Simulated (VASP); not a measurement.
**Be: single point with revPBE**

Be:

```
Be
1.0
    -1.29277    1.29277    1.29277
     1.29277   -1.29277    1.29277
     1.29277    1.29277   -1.29277
Be
1
Direct
  0.00000 0.00000 0.00000
```

This cell differs from its parent crystal: volume scaled by 1.08.

- Program: VASP 6.6.1
- Task: single point
- Functional: revPBE
- Potentials or basis: VASP PAW PBE potentials, release 64 (Be)
- Cutoff: 520 eV
- k mesh: 20 × 20 × 20
- Occupations: fermi-dirac, width 0.1 eV
- Spin: no spin polarisation

- Pressure: -8.0 GPa
- Band gap on the k mesh: zero (band 1 reaches 10.95 eV, above the bottom of band 2 at 6.04 eV)

Levels at points of the mesh, in eV from the Fermi level:
| k point | band 1 | band 2 | band 3 | band 4 |
| --- | --- | --- | --- | --- |
| (0.00, 0.00, 0.00) | -11.69 | 18.13 | 18.13 | 18.13 |
| (0.50, 0.00, 0.00) | -4.81 | 0.12 | 11.50 | 14.53 |
| (0.50, 0.50, 0.50) | 3.77 | 3.77 | 3.77 | 9.33 |

It took 5.6 s on 1 thread of Intel(R) Xeon(R) 6975P-C (Granite Rapids), on a shared host, peak memory 0.12 GiB.

Caveat: the PAW data sets were made with another functional, which shifts forces and pressure a little.
